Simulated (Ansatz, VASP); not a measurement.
**Ba: VASP beside Ansatz**

File INCAR:

```
SYSTEM = Ba
ALGO = Normal ; EDIFF = 1E-7
ENCUT = 520 ; ISIF = 2
ISMEAR = 0 ; LASPH = .TRUE.
LCHARG = .FALSE. ; LREAL = .FALSE.
LWAVE = .FALSE. ; NBANDS = 11
NELM = 60 ; PREC = Accurate
SIGMA = 0.15
```

Contents of KPOINTS:

```
k-points
0
G
  18 18 18
  0 0 0
```

The input POSCAR:

```
Ba
1.0
    3.8949981540     -0.7789996308     -0.7789996308
   -0.7789996308      3.8949981540     -0.7789996308
   -0.7789996308     -0.7789996308      3.8949981540
Ba
1
Direct
    0.0000000000      0.0000000000      0.0000000000
```

Input for Ansatz:

```yaml
crystal:
  lattice:
    - [3.894998154, -0.7789996308, -0.7789996308]
    - [-0.7789996308, 3.894998154, -0.7789996308]
    - [-0.7789996308, -0.7789996308, 3.894998154]
  atoms:
    - { symbol: Ba, position: [0.0, 0.0, 0.0] }
basis:
  ecutwfc: 420
kpoints:
  mp_grid: { grid: [18, 18, 18] }
hamiltonian:
  xc: lda
scf:
  occupations: { method: gaussian, width: 0.15 }
output:
  forces: true
  stress: true
  eigenvalues: true
```

Alike in both runs: task single point; functional LDA; k mesh 18 × 18 × 18; occupations gaussian, width 0.15 eV; no spin polarisation.

|  | VASP | Ansatz |
| --- | --- | --- |
| version | VASP 6.6.1 | Ansatz 0.2.0 |
| potentials or method | VASP PAW LDA potentials, release 64 (Ba_sv), cutoff 520 eV | scalar-relativistic, plane waves, PAW |
| valence electrons in the cell | 10 | 10 |

|  | VASP | Ansatz | Ansatz less VASP |
| --- | --- | --- | --- |
| gap on the k mesh at the Fermi level (eV) | none | none | - |
| pressure (GPa) | 0.7 | 0.6 | -0.13 |

LDA's correlation is that of Perdew and Zunger in VASP and of Perdew and Wang (1992) in Ansatz. A gap of «none» marks a metal or a gap that the smearing closes.

Neither program's run includes spin-orbit coupling.
